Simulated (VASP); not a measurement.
Bi2As, 3 atoms in the cell. Symmetry: I4/mmm, No. 139, tetragonal system. The conventional cell has a = 3.812 Å, b = 3.812 Å, c = 12.405 Å, α = 90.00°, β = 90.00°, γ = 90.00°. Within 4.4 Å of Bi (site symmetry 4mm) lie 5 As at 3.35 to 4.22 Å and 9 Bi at 3.50 to 3.97 Å. As (site symmetry 4/mmm) has 10 Bi at 3.35 to 4.22 Å and 4 As at 3.81 Å within 4.4 Å. 

```yaml
Program: VASP 6.6.1
Task: relaxation of cell and atoms
Functional: PBE
Potentials_or_basis: VASP PAW PBE potentials, release 64 (Bi_d, As)
Cutoff: 600 eV
k_mesh: 6 × 6 × 6
Occupations: gaussian, width 0.1 eV
Spin: no spin polarisation
Dipole_correction: no
Further_INCAR_settings: ALGO = Fast; EDIFF = 1e-06; IBRION = 2; EDIFFG = -0.04; NSW = 90; ISIF = 3
```

Potentials or basis: VASP PAW PBE potentials, release 64 (Bi_d, As).

Run with:

```console
$ cat potpaw_PBE.64/Bi_d/POTCAR potpaw_PBE.64/As/POTCAR > POTCAR
$ mpirun -np 1 vasp_std > vasp.out
```

Hardware: 1 thread of Intel(R) Xeon(R) Platinum 8259CL CPU @ 2.50GHz (Skylake/Cascade Lake), on a shared host.

Problem. Estimate the wall time of this run.

Solution. It took 20 min on 1 thread of Intel(R) Xeon(R) Platinum 8259CL CPU @ 2.50GHz (Skylake/Cascade Lake), on a shared host, peak memory 0.44 GiB. Counts: scf iterations 87, k points 30, ion steps 8.
